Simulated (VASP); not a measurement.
Runs of VASP 6.6.1 on MgO. The structure is that of space group P6_3/mmc (No. 194), or close to it. The cells are those of the table. 

```tsv
task	potentials or basis	cell	k mesh	cutoff (eV)	smearing	second run	gap on the mesh (eV)	pressure (GPa)
single point	VASP PAW PBE potentials, release 64 (Mg_sv, O)	a = 3.484, b = 3.484, c = 4.186 Å, angles 90.0, 90.0, 120.0°, 4 atoms	6 × 6 × 6	660	gaussian 0.05 eV	valence_matched	4.11	(a)
single point	VASP PAW PBE potentials, release 64 (Mg, O)	a = 3.484, b = 3.484, c = 4.186 Å, angles 90.0, 90.0, 120.0°, 4 atoms	6 × 6 × 6	520	gaussian 0.05 eV	-	4.08	-0.8
relaxation of cell and atoms	VASP PAW PBE potentials, release 64 (Mg, O)	relaxed from a = 3.486, b = 3.486, c = 4.178 Å, angles 90.0, 90.0, 120.0°, 4 atoms	6 × 6 × 6	600	gaussian 0.02 eV	-	4.12	0.0
single point	VASP PAW PBE potentials, release 64 (Mg, O)	a = 3.484, b = 3.484, c = 4.186 Å, angles 90.0, 90.0, 120.0°, 4 atoms	12 × 12 × 6	520	gaussian 0.05 eV	-	4.08	-0.8
single point	VASP PAW PBE potentials, release 64 (Mg, O)	a = 3.484, b = 3.484, c = 4.186 Å, angles 90.0, 90.0, 120.0°, 4 atoms	6 × 6 × 6	520	gaussian 0.02 eV	-	4.08	-0.8
```

Alike in all rows: level r2SCAN; no spin polarisation.

Q: Estimate the missing entries.

A: (a) -0.3.

Caveats: the PAW data sets were made with another functional, which shifts forces and pressure a little.

A k mesh can miss the band edges.

The runs don't all hold the same shells in valence.
